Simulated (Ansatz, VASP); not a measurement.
Two plane-wave programs on NaCl

```xyz
2
Lattice="3.6692 0.0000 0.0000 0.0000 3.6692 0.0000 0.0000 0.0000 3.6692" Properties=species:S:1:pos:R:3 pbc="T T T"
Na    0.0000    0.0000    0.0000
Cl    1.8346    1.8346    1.8346
```

Alike in both runs: task single point; functional PBE; k mesh 4 × 4 × 4; occupations gaussian, width 0.1 eV; no spin polarisation.

|  | VASP | Ansatz |
| --- | --- | --- |
| version | VASP 6.6.1 | Ansatz 0.2.0 |
| potentials or method | VASP PAW PBE potentials, release 64 (Na_pv, Cl), cutoff 500 eV | scalar-relativistic, plane waves, PAW |
| valence electrons in the cell | 14 | 16 |

VASP gave:

| Property | Result |
| --- | --- |
| gap on the k mesh at the Fermi level (eV) | 3.56 |
| least direct gap on the mesh (eV) | 3.95 |
| pressure (GPa) | -2.6 |

Problem. Estimate Ansatz's values.

Solution. gap on the k mesh at the Fermi level (eV): 3.56; least direct gap on the mesh (eV): 3.95; pressure (GPa): -2.5.

The functional is the same, so the differences come from potentials, cutoffs and numerics. VASP's potentials hold 14 valence electrons a cell and Ansatz's 16, so a difference there can come from the potentials and not from the codes.

The k mesh is coarse, so the values compare programs but aren't converged.
